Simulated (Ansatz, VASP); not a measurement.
## One calculation of Cu12H, two programs

```
Cu H
1.0
     5.03783    0.00000    0.00000
     0.00000    5.03783    0.00000
     0.00000    0.00000   20.66228
Cu H
12 1
Direct
  0.25000 0.25000 0.19359
  0.25000 0.75000 0.19359
  0.75000 0.25000 0.19359
  0.75000 0.75000 0.19359
  0.00000 0.00000 0.27979
  0.00000 0.50000 0.27979
  0.50000 0.00000 0.27979
  0.50000 0.50000 0.27979
  0.25000 0.25000 0.36599
  0.25000 0.75000 0.36599
  0.75000 0.25000 0.36599
  0.75000 0.75000 0.36599
  0.25000 0.33333 0.47247
```

Alike in both runs: task single point; functional PBE; dispersion D3(BJ); k mesh 5 × 5 × 1; occupations gaussian, width 0.1 eV; no spin polarisation.

```csv
,VASP,Ansatz
version,VASP 6.6.1,Ansatz 0.2.0
potentials or method,"VASP PAW PBE potentials, release 64 (Cu, H), cutoff 520 eV","scalar-relativistic, plane waves, PAW"
valence electrons in the cell,133,229
```

|  | VASP | Ansatz | Ansatz less VASP |
| --- | --- | --- | --- |
| gap on the k mesh at the Fermi level (eV) | none | none | - |
| rms of the force components (eV/Å) | 0.398 | 0.397 | -0.0010 |

Atom by atom the forces differ by 0.015 eV/Å (rms over components). A gap of «none» marks a metal or a gap that the smearing closes. VASP's potentials hold 133 valence electrons a cell and Ansatz's 229, so a difference there can come from the potentials and not from the codes.
